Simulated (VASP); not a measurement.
Here is a VASP 6.6.1 calculation.

INCAR

```
ALGO = Normal
EDIFF = 1E-7
EDIFFG = -0.01
ENCUT = 600
GGA = RE
IBRION = 2
ISIF = 3
ISMEAR = -1
IVDW = 13
LASPH = True
LCHARG = False
LREAL = False
LWAVE = False
NELM = 60
NSW = 60
PREC = Accurate
SIGMA = 0.05
```

Contents of KPOINTS:

```
k-points
0
Gamma
  11 11 11
```

POSCAR

```
Au
1.0
   -1.6572690000      1.6572690000      1.6572690000
    1.6572690000     -1.6572690000      1.6572690000
    1.6572690000      1.6572690000     -1.6572690000
Au
1
Direct
    0.0000000000      0.0000000000      0.0000000000
```

Potentials or basis: VASP PAW PBE potentials, release 64 (Au).

Launch:

```bash
$ cat potpaw_PBE.64/Au/POTCAR > POTCAR
$ mpirun -np 1 vasp_std > vasp.out
```

Task: Estimate the dispersion energy per atom.

Result: -1.103 eV.

Task: Predict the space group after relaxing (to 0.05 Å).

Result: Im-3m (No. 229).

Task: What does it give for the relaxed cell?

Result: a = 2.820 Å, b = 2.820 Å, c = 2.820 Å, α = 109.47°, β = 109.47°, γ = 109.47°.

Task: Estimate the relaxed volume.

Result: 17.27 Å³/atom.

The path:
| step | energy change (eV) | largest force (eV/Å) | pressure (GPa) | volume (Å³) |
| --- | --- | --- | --- | --- |
| 1 | 0.0000 | 0.0000 | -7.03 | 18.21 |
| 2 | 0.0172 | 0.0000 | 12.37 | 16.18 |
| 3 | -0.0218 | 0.0000 | -0.11 | 17.28 |
| 4 | -0.0218 | 0.0000 | 0.05 | 17.27 |

Caveat: the PAW data sets were made with another functional, which shifts forces and pressure a little; pairwise dispersion overbinds metals, which lowers pressure and volume.
